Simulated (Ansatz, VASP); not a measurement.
Sr2P: VASP beside Ansatz

```xyz
6
Lattice="4.7233 0.0000 0.0000 0.0000 4.7233 0.0000 0.0000 0.0000 8.3804" Properties=species:S:1:pos:R:3 pbc="T T T"
Sr    0.0000    0.0000    0.0000
Sr    2.3616    2.3616    0.0000
Sr    2.3616    0.0000    5.2912
Sr    0.0000    2.3616    3.0892
P     2.3616    0.0000    2.2048
P     0.0000    2.3616    6.1756
```

Alike in both runs: functional PBE; k mesh 8 × 8 × 6; occupations gaussian, width 0.1 eV; no spin polarisation.

Ansatz relaxed the structure, and its values are those at the end. VASP's run is a single point on that final structure, the one shown.

|  | VASP | Ansatz |
| --- | --- | --- |
| version | VASP 6.6.1 | Ansatz 0.2.0 |
| potentials or method | VASP PAW PBE potentials, release 64 (Sr_sv, P), cutoff 520 eV | scalar-relativistic, plane waves, PAW |
| valence electrons in the cell | 50 | 50 |

```tsv
	VASP	Ansatz	Ansatz less VASP
gap on the k mesh at the Fermi level (eV)	none	none	-
pressure (GPa)	0.1	0.0	-0.10
```

A gap of «none» marks a metal or a gap that the smearing closes.
